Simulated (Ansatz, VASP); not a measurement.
## AlCr2C in VASP and in Ansatz

INCAR

```
PREC     = Accurate       # precision mode
ENCUT    = 600            # plane-wave cutoff, eV
EDIFF    = 1E-6           # SCF threshold, eV
ISMEAR   = 0              # smearing method
SIGMA    = 0.1            # smearing width, eV
LREAL    = False          # projectors in reciprocal space
LASPH    = True           # aspherical terms in the spheres
NELM     = 100            # most SCF steps
ALGO     = Normal         # electronic algorithm
ISIF     = 3              # what is computed and relaxed
LWAVE    = False          # write WAVECAR
LCHARG   = False          # write CHGCAR
GGA      = PE             # functional
IVDW     = 12             # dispersion correction
IBRION   = 2              # ionic algorithm
NSW      = 70             # ionic steps
EDIFFG   = -0.005         # ionic threshold
```

The input KPOINTS:

```
regular mesh
0
Gamma
  15 15 4
```

Contents of POSCAR:

```
AlCr2C
1.0
    2.8413176500      0.0000000000      0.0000000000
   -1.4206588250      2.4606532651      0.0000000000
    0.0000000000      0.0000000000     12.6988000039
Al Cr C
2 4 2
Direct
    0.6666666667      0.3333333333      0.2500000000
    0.3333333333      0.6666666667      0.7500000000
    0.3333333333      0.6666666667      0.4157760843
    0.6666666667      0.3333333333      0.9157760843
    0.6666666667      0.3333333333      0.5842239157
    0.3333333333      0.6666666667      0.0842239157
    0.0000000000      0.0000000000      0.5000000000
    0.0000000000      0.0000000000      0.0000000000
```

Input for Ansatz:

```yaml
crystal:
  lattice:
    - [2.84131765, 0.0, 0.0]
    - [-1.420658825, 2.4606532651, 0.0]
    - [0.0, 0.0, 12.6988000039]
  atoms:
    - { symbol: Al, position: [0.6666666667, 0.3333333333, 0.25] }
    - { symbol: Al, position: [0.3333333333, 0.6666666667, 0.75] }
    - { symbol: Cr, position: [0.3333333333, 0.6666666667, 0.4157760843] }
    - { symbol: Cr, position: [0.6666666667, 0.3333333333, 0.9157760843] }
    - { symbol: Cr, position: [0.6666666667, 0.3333333333, 0.5842239157] }
    - { symbol: Cr, position: [0.3333333333, 0.6666666667, 0.0842239157] }
    - { symbol: C, position: [0.0, 0.0, 0.5] }
    - { symbol: C, position: [0.0, 0.0, 0.0] }
basis:
  ecutwfc: 420
kpoints:
  mp_grid: { grid: [15, 15, 4] }
hamiltonian:
  xc: pbe
  dispersion: d3bj
scf:
  occupations: { method: gaussian, width: 0.1 }
output:
  forces: true
  stress: true
  eigenvalues: true
relax:
  adjacent_minimum: "off"
  f_tol: 0.005
  max_steps: 50
  cell: { stress_tol: 0.05 }
```

Alike in both runs: task relaxation of cell and atoms; functional PBE; dispersion D3(BJ); k mesh 15 × 15 × 4; occupations gaussian, width 0.1 eV; no spin polarisation.

|  | VASP | Ansatz |
| --- | --- | --- |
| version | VASP 6.6.1 | Ansatz 0.2.0 |
| potentials or method | VASP PAW PBE potentials, release 64 (Al, Cr_pv, C), cutoff 600 eV | scalar-relativistic, plane waves, PAW |
| valence electrons in the cell | 62 | 70 |

```tsv
	VASP	Ansatz	Ansatz less VASP
gap on the k mesh at the Fermi level, each at its own relaxed structure (eV)	none	none	-
relaxed volume (Å³/atom)	10.77	10.78	+0.004
relaxed cell length with the largest relative difference (Å)	12.574	12.582	+0.0076
```

A gap of «none» marks a metal or a gap that the smearing closes. VASP's potentials hold 62 valence electrons a cell and Ansatz's 70, so a difference there can come from the potentials and not from the codes.
